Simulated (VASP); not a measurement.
# ZnO (zincite) (P6_3mc) in VASP: further runs, part 2 of 2

VASP 6.6.1. Earlier steps stand in the parts before.

## (4) Single point, PBE (volume scaled by 1.02)

Contents of INCAR:

```
  PREC = Accurate
  ENCUT = 520
  EDIFF = 1E-6
  ISMEAR = -1
  SIGMA = 0.05
  LREAL = False
  LASPH = True
  NELM = 80
  ALGO = Normal
  ISIF = 2
  LWAVE = False
  LCHARG = False
  GGA = PE
  NBANDS = 26
```

Contents of KPOINTS:

```
Automatic mesh
0
Gamma
  9 9 5
```

Contents of POSCAR:

```
ZnO
1.0
    3.2708272232      0.0000000000      0.0000000000
   -1.6354136116      2.8326194666      0.0000000000
    0.0000000000      0.0000000000      5.2401848988
Zn O
2 2
Direct
    0.6666666667      0.3333333333      0.0000000000
    0.3333333333      0.6666666667      0.5000000000
    0.3333333333      0.6666666667      0.8790100000
    0.6666666667      0.3333333333      0.3790100000
```

Potentials or basis: VASP PAW PBE potentials, release 64 (Zn, O).

The run is started by

```
> cat potpaw_PBE.64/Zn/POTCAR potpaw_PBE.64/O/POTCAR > POTCAR
> mpirun -np 1 vasp_std > vasp.out
```

OUTCAR:

```text
PREC = Accurate
   ENCUT = 520
   EDIFF = 1E-6
   ISMEAR = -1
   LREAL = False
   LASPH = True
   NELM = 80
   ISIF = 2
   GGA = PE

 ion  position               nearest neighbor table
   1  0.667  0.333  0.000-   4 1.99   3 1.99   3 1.99   3 1.99
   2  0.333  0.667  0.500-   3 1.99   4 1.99   4 1.99   4 1.99
   3  0.333  0.667  0.879-   2 1.99   1 1.99   1 1.99   1 1.99
   4  0.667  0.333  0.379-   1 1.99   2 1.99   2 1.99   2 1.99

  LATTYP: Found a hexagonal cell.
 ALAT       =     3.2708272232
 C/A-ratio  =     1.6020977390

  Lattice vectors:

 A1 = (   3.2708272232,   0.0000000000,   0.0000000000)
 A2 = (  -1.6354136116,   2.8326194666,   0.0000000000)
 A3 = (   0.0000000000,   0.0000000000,   5.2401848988)

Analysis of symmetry for initial positions (statically):
=====================================================================
 Subroutine PRICEL returns:
 Original cell was already a primitive cell.

 Routine SETGRP: Setting up the symmetry group for a
 hexagonal supercell.

[... 165 lines left out ...]
  ext. energy  EPLUGINS =         0.00000000
  ---------------------------------------------------
  free energy    TOTEN  =       -17.84966191 eV

  energy without entropy =      -17.84965669  energy(sigma->0) =      -17.84965930

 E-fermi :   1.4447     XC(G=0): -10.8062

 val. band max:        1.0230368392   @ k =   0.0000   0.0000   0.0000
 cond. band min:       1.7834416600   @ k =   0.0000   0.0000   0.0000
 fundamental gap:      0.7604048208
 Fermi energy:         1.4447015837

 k-point     1 :       0.0000    0.0000    0.0000
  band No.  band energies     occupation
      1     -16.9074      2.00000
      2     -16.2061      2.00000
      3      -4.5713      2.00000
      4      -4.5713      2.00000
      5      -4.5343      2.00000
      6      -4.4519      2.00000
[... 685 lines left out ...]
     25      14.4985      0.00000
     26      15.4238      0.00000

 [... further k-points ...]
[... 5 lines left out ...]
  --------------------------------------------------------------------------------------
  -------------------------------------------------------------------------------------
  Total        0.7536839      0.7536839      1.2597087      0.0000000     -0.0000000      0.0000000
  in kB       24.8718074     24.8718074     41.5707870      0.0000000     -0.0000000      0.0000000
  external PRESSURE =      30.4381339 kB  Pullay stress =       0.0000000 kB

 VOLUME and BASIS-vectors are now :
 -----------------------------------------------------------------------------
  energy-cutoff  :      520.00
  volume of cell :       48.55
      direct lattice vectors                 reciprocal lattice vectors
     3.270827223  0.000000000  0.000000000     0.305733055  0.176515062  0.000000000
    -1.635413612  2.832619467  0.000000000     0.000000000  0.353030123  0.000000000
     0.000000000  0.000000000  5.240184899     0.000000000  0.000000000  0.190832961

 POSITION                                       TOTAL-FORCE (eV/Angst)
 -----------------------------------------------------------------------------------
      1.63541      0.94421      0.00000         0.000000      0.000000     -0.067069
     -0.00000      1.88841      2.62009        -0.000000     -0.000000     -0.067069
     -0.00000      1.88841      4.60617        -0.000000      0.000000      0.067069
      1.63541      0.94421      1.98608        -0.000000      0.000000      0.067069
 -----------------------------------------------------------------------------------
    total drift:                               -0.000001     -0.000001     -0.000659

  FREE ENERGIE OF THE ION-ELECTRON SYSTEM (eV)
  ---------------------------------------------------
  free  energy   TOTEN  =       -17.8496619104 eV

  energy  without entropy=      -17.8496566886  energy(sigma->0) =      -17.84965930
```

OSZICAR:

```text
N       E                     dE             d eps       ncg     rms          rms(c)
DAV:   1     0.301568516144E+03    0.30157E+03   -0.18085E+04  1880   0.200E+03
DAV:   2     0.114994651986E+02   -0.29007E+03   -0.27159E+03  1996   0.414E+02
DAV:   3    -0.204546703424E+02   -0.31954E+02   -0.31534E+02  2058   0.140E+02
DAV:   4    -0.210887605699E+02   -0.63409E+00   -0.63268E+00  2130   0.202E+01
DAV:   5    -0.210918968171E+02   -0.31362E-02   -0.31361E-02  2010   0.146E+00    0.143E+01
DAV:   6    -0.176839691792E+02    0.34079E+01   -0.67134E+00  2964   0.621E+01    0.872E+00
DAV:   7    -0.178876596808E+02   -0.20369E+00   -0.29228E+00  1934   0.171E+01    0.523E+00
DAV:   8    -0.178971848879E+02   -0.95252E-02   -0.50858E-01  2732   0.739E+00    0.162E+00
DAV:   9    -0.178468939293E+02    0.50291E-01   -0.10209E-01  2736   0.625E+00    0.295E-01
DAV:  10    -0.178495385222E+02   -0.26446E-02   -0.36503E-02  1884   0.132E+00    0.129E-01
DAV:  11    -0.178496265046E+02   -0.87982E-04   -0.60637E-04  2182   0.324E-01    0.319E-02
DAV:  12    -0.178496572726E+02   -0.30768E-04   -0.12242E-04  2158   0.314E-01    0.170E-02
DAV:  13    -0.178496673894E+02   -0.10117E-04   -0.25804E-05  2074   0.100E-01    0.202E-02
DAV:  14    -0.178496620275E+02    0.53619E-05   -0.15950E-05  2158   0.382E-02    0.207E-03
DAV:  15    -0.178496619104E+02    0.11710E-06   -0.20699E-06  1550   0.133E-02
   1 F= -.17849662E+02 E0= -.17849659E+02  d E =-.522179E-05
```

Run time: 18 s. Hardware: 1 thread of Intel Xeon Platinum 8559C (Emerald Rapids), shared host; peak memory 0.17 GiB.

What came out:

```yaml
Free_energy: -17.8497 eV
Pressure: 3.0 GPa
Largest_force: 0.067 eV/Å
Band_gap_on_the_k_mesh: 0.76 eV, direct
```

Forces on the atoms (eV/Å):
```
Zn   0.000  0.000 -0.067
Zn   0.000  0.000 -0.067
O    0.000  0.000  0.067
O    0.000  0.000  0.067
```

Levels at points of the mesh, in eV from the valence-band top:
| k point | band 16 | band 17 | band 18 | band 19 | band 20 | band 21 |
| --- | --- | --- | --- | --- | --- | --- |
| (0.00, 0.00, 0.00) | -0.06 | 0.00 | 0.00 | 0.76 | 5.14 | 8.20 |

## (5) Single point, PBE (volume scaled by 1.04)

Contents of INCAR:

```
SYSTEM = ZnO
  ALGO = Normal
  EDIFF = 1E-6
  ENCUT = 520
  GGA = PE
  ISIF = 2
  ISMEAR = -1
  LASPH = .TRUE.
  LCHARG = .FALSE.
  LREAL = .FALSE.
  LWAVE = .FALSE.
  NBANDS = 26
  NELM = 60
  PREC = Accurate
  SIGMA = 0.05
```

Contents of KPOINTS:

```
k-points
0
G
  9 9 5
  0 0 0
```

Contents of POSCAR:

```
ZnO
1.0
    3.2920669561      0.0000000000      0.0000000000
   -1.6460334781      2.8510136149      0.0000000000
    0.0000000000      0.0000000000      5.2742130269
Zn O
2 2
Direct
    0.6666666667      0.3333333333      0.0000000000
    0.3333333333      0.6666666667      0.5000000000
    0.3333333333      0.6666666667      0.8790100000
    0.6666666667      0.3333333333      0.3790100000
```

Potentials or basis: VASP PAW PBE potentials, release 64 (Zn, O).

The run is started by

```
> cat potpaw_PBE.64/Zn/POTCAR potpaw_PBE.64/O/POTCAR > POTCAR
> mpirun -np 1 vasp_std > vasp.out
```

OUTCAR:

```text
SYSTEM = ZnO
   EDIFF = 1E-6
   ENCUT = 520
   GGA = PE
   ISIF = 2
   ISMEAR = -1
   LASPH = .TRUE.
   LREAL = .FALSE.
   NELM = 60
   PREC = Accurate

 ion  position               nearest neighbor table
   1  0.667  0.333  0.000-   4 2.00   3 2.00   3 2.00   3 2.00
   2  0.333  0.667  0.500-   3 2.00   4 2.00   4 2.00   4 2.00
   3  0.333  0.667  0.879-   2 2.00   1 2.00   1 2.00   1 2.00
   4  0.667  0.333  0.379-   1 2.00   2 2.00   2 2.00   2 2.00

  LATTYP: Found a hexagonal cell.
 ALAT       =     3.2920669561
 C/A-ratio  =     1.6020977390

  Lattice vectors:

 A1 = (   3.2920669561,   0.0000000000,   0.0000000000)
 A2 = (  -1.6460334781,   2.8510136149,   0.0000000000)
 A3 = (   0.0000000000,   0.0000000000,   5.2742130269)

Analysis of symmetry for initial positions (statically):
=====================================================================
 Subroutine PRICEL returns:
 Original cell was already a primitive cell.

 Routine SETGRP: Setting up the symmetry group for a
 hexagonal supercell.

 Subroutine GETGRP returns: Found 12 space group operations
 (whereof  6 operations were pure point group operations)
 out of a pool of 24 trial point group operations.

The static configuration has the point symmetry C_3v.
 The point group associated with its full space group is C_6v.

Analysis of symmetry for dynamics (positions and initial velocities):
=====================================================================
 Subroutine PRICEL returns:
 Original cell was already a primitive cell.

 Routine SETGRP: Setting up the symmetry group for a
 hexagonal supercell.

 Subroutine GETGRP returns: Found 12 space group operations
 (whereof  6 operations were pure point group operations)
 out of a pool of 24 trial point group operations.

The dynamic configuration has the point symmetry C_3v.
 The point group associated with its full space group is C_6v.

 Subroutine INISYM returns: Found 12 space group operations
 (whereof  6 operations are pure point group operations),
 and found     1 'primitive' translations
[... 112 lines left out ...]
   EMIN   =  10.00;   EMAX   =-10.00  energy-range for DOS
   EFERMI =   0.00;   METHOD = LEGACY
   ISMEAR =    -1;   SIGMA  =   0.05  broadening in eV -4-tet -1-fermi 0-gaus
   EFERMI_NEDOS =   21; number of points for ismear=-14 and -15
   IALGO  =     38    algorithm
   IMIX   =      4    mixing-type and parameters
     AMIX     =   0.40;   BMIX     =  1.00
     AMIX_MAG =   1.60;   BMIX_MAG =  1.00
  volume/ion in A,a.u.               =      12.38        83.51
  Fermi-wavevector in a.u.,A,eV,Ry     =   1.472201  2.782057 29.488940  2.167376
  Thomas-Fermi vector in A             =   2.587244
   LORBIT       =      0    0 simple, 1 ext, 2 COOP (PROOUT), +10 PAW based schemes
   GGA     = PE    functional components
   LHFCALC =     F    Hartree Fock is set to
   AEXX    =    0.0000 exact exchange contribution
   IVDW    =     0    specifies the selected vdW correction
   LEPSILON=     F    determine dielectric tensor
   LRPA    =     F    only Hartree local field effects (RPA)
 non-spin polarized calculation
  energy-cutoff  :      520.00
  volume of cell :       49.50
 maximum number of plane-waves:      1362
   NGX = 13   NGY = 13   NGZ = 19

 number of electron      36.0000020 magnetization

 Free energy of the ion-electron system (eV)
  ---------------------------------------------------
  ext. energy  EPLUGINS =         0.00000000
  ---------------------------------------------------
  free energy    TOTEN  =       -17.86048088 eV

  energy without entropy =      -17.86047394  energy(sigma->0) =      -17.86047741

 E-fermi :   1.2615     XC(G=0): -10.7038

 val. band max:        0.8532532383   @ k =   0.0000   0.0000   0.0000
 cond. band min:       1.5845087761   @ k =   0.0000   0.0000   0.0000
 fundamental gap:      0.7312555377
 Fermi energy:         1.2615249034

 k-point     1 :       0.0000    0.0000    0.0000
  band No.  band energies     occupation
      1     -16.9268      2.00000
      2     -16.2542      2.00000
      3      -4.6544      2.00000
      4      -4.6544      2.00000
      5      -4.6199      2.00000
      6      -4.4771      2.00000
[... 685 lines left out ...]
     25      14.2544      0.00000
     26      15.0744      0.00000

 [... further k-points ...]
[... 5 lines left out ...]
  --------------------------------------------------------------------------------------
  -------------------------------------------------------------------------------------
  Total       -0.0483278     -0.0483278      0.4392795      0.0000000     -0.0000000      0.0000000
  in kB       -1.5641629     -1.5641629     14.2175856      0.0000000     -0.0000000      0.0000000
  external PRESSURE =       3.6964200 kB  Pullay stress =       0.0000000 kB

 VOLUME and BASIS-vectors are now :
 -----------------------------------------------------------------------------
  energy-cutoff  :      520.00
  volume of cell :       49.50
      direct lattice vectors                 reciprocal lattice vectors
     3.292066956  0.000000000  0.000000000     0.303760529  0.175376223  0.000000000
    -1.646033478  2.851013615  0.000000000     0.000000000  0.350752446  0.000000000
     0.000000000  0.000000000  5.274213027     0.000000000  0.000000000  0.189601746

 POSITION                                       TOTAL-FORCE (eV/Angst)
 -----------------------------------------------------------------------------------
      1.64603      0.95034      0.00000        -0.000000     -0.000000     -0.060301
     -0.00000      1.90068      2.63711         0.000000     -0.000000     -0.060301
     -0.00000      1.90068      4.63609         0.000000     -0.000000      0.060301
      1.64603      0.95034      1.99898        -0.000000      0.000000      0.060301
 -----------------------------------------------------------------------------------
    total drift:                               -0.000001     -0.000001     -0.000959

  FREE ENERGIE OF THE ION-ELECTRON SYSTEM (eV)
  ---------------------------------------------------
  free  energy   TOTEN  =       -17.8604808755 eV

  energy  without entropy=      -17.8604739422  energy(sigma->0) =      -17.86047741
```

OSZICAR:

```text
N       E                     dE             d eps       ncg     rms          rms(c)
DAV:   1     0.294907646647E+03    0.29491E+03   -0.18062E+04  1888   0.198E+03
DAV:   2     0.111986115802E+02   -0.28371E+03   -0.26558E+03  1978   0.408E+02
DAV:   3    -0.204687080952E+02   -0.31667E+02   -0.31276E+02  2080   0.138E+02
DAV:   4    -0.211023248313E+02   -0.63362E+00   -0.63230E+00  2078   0.201E+01
DAV:   5    -0.211055020801E+02   -0.31772E-02   -0.31770E-02  2036   0.148E+00    0.140E+01
DAV:   6    -0.176994212979E+02    0.34061E+01   -0.68037E+00  2982   0.627E+01    0.844E+00
DAV:   7    -0.178991547019E+02   -0.19973E+00   -0.29277E+00  1938   0.171E+01    0.508E+00
DAV:   8    -0.179077306825E+02   -0.85760E-02   -0.51782E-01  2614   0.732E+00    0.162E+00
DAV:   9    -0.178578830678E+02    0.49848E-01   -0.10313E-01  2722   0.628E+00    0.296E-01
DAV:  10    -0.178603412305E+02   -0.24582E-02   -0.34709E-02  1896   0.133E+00    0.123E-01
DAV:  11    -0.178604609668E+02   -0.11974E-03   -0.68726E-04  2066   0.486E-01    0.463E-02
DAV:  12    -0.178604730297E+02   -0.12063E-04   -0.20077E-04  2432   0.413E-01    0.158E-02
DAV:  13    -0.178604853597E+02   -0.12330E-04   -0.39021E-05  2020   0.959E-02    0.185E-02
DAV:  14    -0.178604810770E+02    0.42827E-05   -0.16487E-05  2070   0.350E-02    0.190E-03
DAV:  15    -0.178604808755E+02    0.20153E-06   -0.96536E-07  1318   0.869E-03
   1 F= -.17860481E+02 E0= -.17860477E+02  d E =-.693335E-05
```

Run time: 17 s. Hardware: 1 thread of Intel Xeon Platinum 8559C (Emerald Rapids), shared host; peak memory 0.17 GiB.

Results:

```yaml
Free_energy: -17.8605 eV
Pressure: 0.4 GPa
Largest_force: 0.060 eV/Å
Band_gap_on_the_k_mesh: 0.73 eV, direct
```

Forces in eV/Å, atoms in the order of the input:
```
Zn   0.000  0.000 -0.060
Zn   0.000  0.000 -0.060
O    0.000  0.000  0.060
O    0.000  0.000  0.060
```

## (6) Single point, PBE (volume scaled by 1.06)

Contents of INCAR:

```
SYSTEM = ZnO
PREC     = Accurate       ! precision mode
ENCUT    = 520            ! plane-wave cutoff, eV
EDIFF    = 1E-7           ! SCF threshold, eV
ISMEAR   = -1             ! smearing method
SIGMA    = 0.05           ! smearing width, eV
LREAL    = .FALSE.        ! projectors in reciprocal space
LASPH    = .TRUE.         ! aspherical terms in the spheres
NELM     = 100            ! most SCF steps
ALGO     = Normal         ! electronic algorithm
ISIF     = 2              ! what is computed and relaxed
LWAVE    = .FALSE.        ! write WAVECAR
LCHARG   = .FALSE.        ! write CHGCAR
GGA      = PE             ! functional
NBANDS   = 26             ! bands
```

Contents of KPOINTS:

```
regular mesh
0
G
  9 9 5
  0 0 0
```

Contents of POSCAR:

```
ZnO
1.0
    3.3130361008      0.0000000000      0.0000000000
   -1.6565180504      2.8691734269      0.0000000000
    0.0000000000      0.0000000000      5.3078076462
Zn O
2 2
Direct
    0.6666666667      0.3333333333      0.0000000000
    0.3333333333      0.6666666667      0.5000000000
    0.3333333333      0.6666666667      0.8790100000
    0.6666666667      0.3333333333      0.3790100000
```

Potentials or basis: VASP PAW PBE potentials, release 64 (Zn, O).

The run is started by

```
> cat potpaw_PBE.64/Zn/POTCAR potpaw_PBE.64/O/POTCAR > POTCAR
> mpirun -np 1 vasp_std > vasp.out
```

Run time: 26 s. Hardware: 1 thread of Intel Xeon Platinum 8559C (Emerald Rapids), shared host; peak memory 0.19 GiB.

The run converged. Its results:

- Free energy: -17.8564 eV
- Pressure: -2.0 GPa
- Largest force: 0.054 eV/Å
- Band gap on the k mesh: 0.70 eV, direct

Forces in eV/Å, atoms in the order of the input:
```
Zn   0.000  0.000 -0.054
Zn   0.000  0.000 -0.054
O    0.000  0.000  0.054
O    0.000  0.000  0.054
```

Stress tensor (GPa, compression positive):
```
-2.52  0.00  0.00
 0.00 -2.52  0.00
 0.00  0.00 -1.04
```

Levels at points of the mesh, in eV from the valence-band top:
```csv
k point,band 15,band 16,band 17,band 18,band 19,band 20,band 21,band 22
"(0.00, 0.00, 0.00)",-0.75,-0.05,0.00,0.00,0.70,4.99,8.07,12.55
```

## (7) Overview

```tsv
cell	gap on the mesh (eV)	pressure (GPa)	largest force (eV/Å)
a = 3.227, b = 3.227, c = 5.171 Å, angles 90.0, 90.0, 120.0°, 4 atoms	0.82	9.2	0.08
a = 3.249, b = 3.249, c = 5.206 Å, angles 90.0, 90.0, 120.0°, 4 atoms	0.79	6.0	0.07
a = 3.271, b = 3.271, c = 5.240 Å, angles 90.0, 90.0, 120.0°, 4 atoms	0.76	3.0	0.07
a = 3.292, b = 3.292, c = 5.274 Å, angles 90.0, 90.0, 120.0°, 4 atoms	0.73	0.4	0.06
a = 3.313, b = 3.313, c = 5.308 Å, angles 90.0, 90.0, 120.0°, 4 atoms	0.70	-2.0	0.05
```

Alike in all rows: task single point; level PBE; potentials or basis VASP PAW PBE potentials, release 64 (Zn, O); no spin polarisation; k mesh 9 × 9 × 5; cutoff (eV) 520; smearing fermi-dirac 0.05 eV.

Total energies depend on the potentials used, so only differences within one code and one set of settings carry meaning.
